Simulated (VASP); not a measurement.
ZnS, 2 atoms in the cell. It takes space group F-43m (No. 216, cubic). The conventional cell has a = 5.442 Å, b = 5.442 Å, c = 5.442 Å, α = 90.00°, β = 90.00°, γ = 90.00°. Zn (site symmetry -43m) has 4 S at 2.36 Å within 3.1 Å. Within 3.1 Å of S (site symmetry -43m) lie 4 Zn at 2.36 Å. 

```yaml
Program: VASP 6.6.1
Task: single point
Functional: r2SCAN
Potentials_or_basis: VASP PAW PBE potentials, release 64 (Zn, S)
Cutoff: 520 eV
k_mesh: 8 × 8 × 8
Occupations: gaussian, width 0.02 eV
Spin: no spin polarisation
Dipole_correction: no
Further_INCAR_settings: ALGO = Normal; EDIFF = 1e-07; NBANDS = 16
```

Potentials or basis: VASP PAW PBE potentials, release 64 (Zn, S).

Run with:

```bash
$ cat potpaw_PBE.64/Zn/POTCAR potpaw_PBE.64/S/POTCAR > POTCAR
$ cp INCAR.step1 INCAR
$ mpirun -np 1 vasp_std > vasp.out
$ cp INCAR.step2 INCAR
$ mpirun -np 1 vasp_std > vasp.out
```

Hardware: 1 thread of Intel(R) Xeon(R) Platinum 8488C (Sapphire Rapids), with other jobs on the host.

Q: How long does it take, and how much memory?

A: It took 73 s on 1 thread of Intel(R) Xeon(R) Platinum 8488C (Sapphire Rapids), on a shared host, peak memory 0.17 GiB. Counts: k points 29.
